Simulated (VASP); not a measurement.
A run of VASP 6.6.1 is set up as follows.

File INCAR:

```
  PREC = Accurate
  ENCUT = 520
  EDIFF = 1E-7
  ISMEAR = 0
  SIGMA = 0.05
  LREAL = False
  LASPH = True
  NELM = 150
  ALGO = Normal
  ISIF = 2
  LWAVE = False
  LCHARG = False
  ISPIN = 2
  MAGMOM = 0.5 0.5
  LORBIT = 11
  GGA = PE
  NBANDS = 20
```

The input KPOINTS:

```
Automatic mesh
0
Gamma
  1 1 8
```

POSCAR

```
K
1.0
    9.0000000000      0.0000000000      0.0000000000
    0.0000000000      9.3000000000      0.0000000000
    0.0000000000      0.0000000000      8.2335901408
K
2
Direct
    0.5000000000      0.5000000000      0.0000000000
    0.5000000000      0.5000000000      0.4650000000
```

Potentials or basis: VASP PAW PBE potentials, release 64 (K_sv).

Launch:

```bash
$ cat potpaw_PBE.64/K_sv/POTCAR > POTCAR
$ mpirun -np 1 vasp_std > vasp.out
```

Task: Estimate the net moment.

Result: 0.00 μB per cell.

Task: Predict the largest force.

Result: 0.174 eV/Å.

Task: What does it give for the band gap on the k mesh?

Result: 0.09 eV, direct.

Forces on the atoms (eV/Å):
```
K    0.000  0.000 -0.174
K    0.000  0.000  0.174
```
